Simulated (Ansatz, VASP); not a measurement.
RbBr in VASP and in Ansatz

```xyz
2
Lattice="4.1243 0.0000 0.0000 0.0000 4.1243 0.0000 0.0000 0.0000 4.1243" Properties=species:S:1:pos:R:3 pbc="T T T"
Rb    0.0000    0.0000    0.0000
Br    2.0621    2.0621    2.0621
```

Alike in both runs: task single point; functional PBE; k mesh 6 × 6 × 6; non-collinear spin, spin-orbit coupling.

|  | VASP | Ansatz |
| --- | --- | --- |
| version | VASP 6.6.1 | Ansatz 0.2.0 |
| potentials or method | VASP PAW PBE potentials, release 64 (Rb_sv, Br) | plane waves, PAW |
| plane-wave cutoff (eV) | 520 | 420 |
| occupations | gaussian, width 0.01 eV | fixed |
| valence electrons in the cell | 16 | 16 |

VASP gave:

| Item | Value |
| --- | --- |
| pressure (GPa) | 0.9 |

Problem. Estimate Ansatz's values.

Solution. Pressure (GPa): 0.8.
